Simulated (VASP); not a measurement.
Write the native input for VASP 6.6.1 that does the following.

```yaml
Task: single point
Functional: PBE
Potentials_or_basis: VASP PAW PBE potentials, release 64 (Sb)
Cutoff: 520 eV
k_mesh: 6 × 6 × 6
Occupations: gaussian, width 0.05 eV
Spin: no spin polarisation
Dipole_correction: no
Further_INCAR_settings: ALGO = Normal; EDIFF = 1e-06; NBANDS = 12
```

The structure of Sb lies in POSCAR:

```
Sb
1.0
    2.1866633823      1.2624706924      3.8717102421
   -2.1866633823      1.2624706924      3.8717102421
    0.0000000000     -2.5249413848      3.8717102421
Sb
2
Direct
    0.2312609586      0.2312609586      0.2312609586
    0.7687390414      0.7687390414      0.7687390414
```

One way to write it, as run:

INCAR

```
PREC     = Accurate       # precision mode
ENCUT    = 520            # plane-wave cutoff, eV
EDIFF    = 1E-6           # SCF threshold, eV
ISMEAR   = 0              # smearing method
SIGMA    = 0.05           # smearing width, eV
LREAL    = False          # projectors in reciprocal space
LASPH    = True           # aspherical terms in the spheres
NELM     = 80             # most SCF steps
ALGO     = Normal         # electronic algorithm
ISIF     = 2              # what is computed and relaxed
LWAVE    = False          # write WAVECAR
LCHARG   = False          # write CHGCAR
GGA      = PE             # functional
NBANDS   = 12             # bands
```

KPOINTS

```
Automatic mesh
0
Gamma
  6 6 6
```

Potentials or basis: VASP PAW PBE potentials, release 64 (Sb).

The run is started by

```sh
$ cat potpaw_PBE.64/Sb/POTCAR > POTCAR
$ mpirun -np 1 vasp_std > vasp.out
```

It gave:

```yaml
Pressure: 0.2 GPa
Largest_force: 0.060 eV/Å
Band_gap_on_the_k_mesh: zero (band 5 reaches 6.52 eV, above the bottom of band 6 at 6.34 eV)
```

Caveat: spin-orbit coupling is left out, which moves the levels of the heavy elements.

It took 56 s on 1 thread of AMD EPYC 7R13, on a shared host, peak memory 0.18 GiB.
